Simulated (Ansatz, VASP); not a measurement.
Two plane-wave programs on BiSbTe2S

```
Sb Bi Te S
1.0
     4.37124    0.00000    0.00000
     0.00000    4.37124    0.00000
     0.00000    0.00000   10.94407
Sb Bi Te S
1 1 2 1
Cartesian
  0.0000 0.0000 5.4720
  2.1856 2.1856 5.4720
  2.1856 2.1856 2.4004
  2.1856 2.1856 8.5436
  2.1856 2.1856 0.0000
```

Alike in both runs: functional PBE; k mesh 8 × 8 × 4; occupations gaussian, width 0.1 eV; no spin polarisation.

Ansatz relaxed the structure, and its values are those at the end. VASP's run is a single point on that final structure, the one shown.

|  | VASP | Ansatz |
| --- | --- | --- |
| version | VASP 6.6.1 | Ansatz 0.2.0 |
| potentials or method | VASP PAW PBE potentials, release 64 (Sb, Bi_d, Te, S), cutoff 520 eV | scalar-relativistic, plane waves, PAW |
| valence electrons in the cell | 38 | 68 |

|  | VASP | Ansatz | Ansatz less VASP |
| --- | --- | --- | --- |
| gap on the k mesh at the Fermi level (eV) | none | none | - |
| pressure (GPa) | -0.1 | 0.0 | +0.06 |

A gap of «none» marks a metal or a gap that the smearing closes. VASP's potentials hold 38 valence electrons a cell and Ansatz's 68, so a difference there can come from the potentials and not from the codes.

Spin-orbit coupling is off throughout.
